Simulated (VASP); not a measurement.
Wanted: the native input for a VASP 6.6.1 run.

```
Task                   : single point
Functional             : r2SCAN
Potentials or basis    : VASP PAW PBE potentials, release 64 (Al)
Cutoff                 : 520 eV
k mesh                 : 20 × 20 × 20
Occupations            : gaussian, width 0.15 eV
Spin                   : no spin polarisation
Dipole correction      : no
Further INCAR settings : ALGO = Normal; EDIFF = 1e-07; NBANDS = 8
```

Al:

```
Al
1.0
    -1.63896    1.63896    1.63896
     1.63896   -1.63896    1.63896
     1.63896    1.63896   -1.63896
Al
1
Direct
  0.00000 0.00000 0.00000
```

This cell differs from its parent crystal: strain +0.030 along x and y, +0.030 along z.

One way to write it, as run:

POSCAR

```
Al
1.0
   -1.6389552507      1.6389552507      1.6389552507
    1.6389552507     -1.6389552507      1.6389552507
    1.6389552507      1.6389552507     -1.6389552507
Al
1
Direct
    0.0000000000      0.0000000000      0.0000000000
```

INCAR.step1

```
SYSTEM = Al
ALGO = Normal
EDIFF = 1E-4
ENCUT = 520
GGA = PE
ISMEAR = 0
LASPH = .True.
LCHARG = .False.
LREAL = .False.
LWAVE = .True.
NBANDS = 8
NELM = 80
PREC = Accurate
SIGMA = 0.15
```

INCAR.step2

```
SYSTEM = Al
ALGO = Normal
EDIFF = 1E-7
ENCUT = 520
ISIF = 2
ISMEAR = 0
ISTART = 1
LASPH = .True.
LCHARG = .False.
LMIXTAU = .True.
LREAL = .False.
LWAVE = .False.
METAGGA = R2SCAN
NBANDS = 8
NELM = 80
PREC = Accurate
SIGMA = 0.15
```

KPOINTS

```
k-points
0
Gamma
  20 20 20
  0 0 0
```

Potentials or basis: VASP PAW PBE potentials, release 64 (Al).

Launch:

```bash
$ cat potpaw_PBE.64/Al/POTCAR > POTCAR
$ cp INCAR.step1 INCAR
$ mpirun -np 1 vasp_std > vasp.out
$ cp INCAR.step2 INCAR
$ mpirun -np 1 vasp_std > vasp.out
```

It gave:

The pressure is -5.9 GPa.

Caveat: the cell differs from its parent crystal (strain +0.030 along x and y, +0.030 along z); the PAW data sets were made with another functional, which shifts forces and pressure a little.

Wall time 60 s on 1 thread of Intel(R) Xeon(R) Platinum 8488C (Sapphire Rapids), with other jobs on the host, peak memory 0.16 GiB.
